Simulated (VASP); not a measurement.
FeO, 4 atoms in the cell. The structure is hexagonal, space group P-6m2 (No. 187). Conventional cell: a = 2.903 Å, b = 2.903 Å, c = 2.833 Å, α = 90.00°, β = 90.00°, γ = 120.00°. Within 3.0 Å of Fe (site symmetry -6m2) lie 6 O at 2.19 Å and 8 Fe at 2.83 to 2.90 Å. O (site symmetry -6m2) has 6 Fe at 2.19 Å and 8 O at 2.83 to 2.90 Å within 3.0 Å. 

| Quantity | Value |
| --- | --- |
| Program | VASP 6.6.1 |
| Task | single point |
| Functional | LDA |
| Potentials or basis | VASP PAW LDA potentials, release 64 (Fe, O) |
| Cutoff | 520 eV |
| k mesh | 7 × 7 × 7 |
| Occupations | gaussian, width 0.05 eV |
| Spin | collinear spin, ferromagnetic start |
| Starting moments | [4.0, 4.0, 0.0, 0.0] μB |
| Hubbard terms | Fe d U = 1.0 eV |
| Dipole correction | no |
| Further INCAR settings | ALGO = Normal; EDIFF = 1e-06; NBANDS = 26 |

Potentials or basis: VASP PAW LDA potentials, release 64 (Fe, O).

Launch:

```sh
$ cat potpaw_LDA.64/Fe/POTCAR potpaw_LDA.64/O/POTCAR > POTCAR
$ mpirun -np 1 vasp_std > vasp.out
```

Hardware: 1 thread of Intel(R) Xeon(R) Platinum 8259CL CPU @ 2.50GHz (Skylake/Cascade Lake), with other jobs on the host.

Task: Estimate the wall time of this run.

Result: It took 100 s on 1 thread of Intel(R) Xeon(R) Platinum 8259CL CPU @ 2.50GHz (Skylake/Cascade Lake) (shared host), peak memory 0.23 GiB. Counts: scf iterations 15, k points 64.
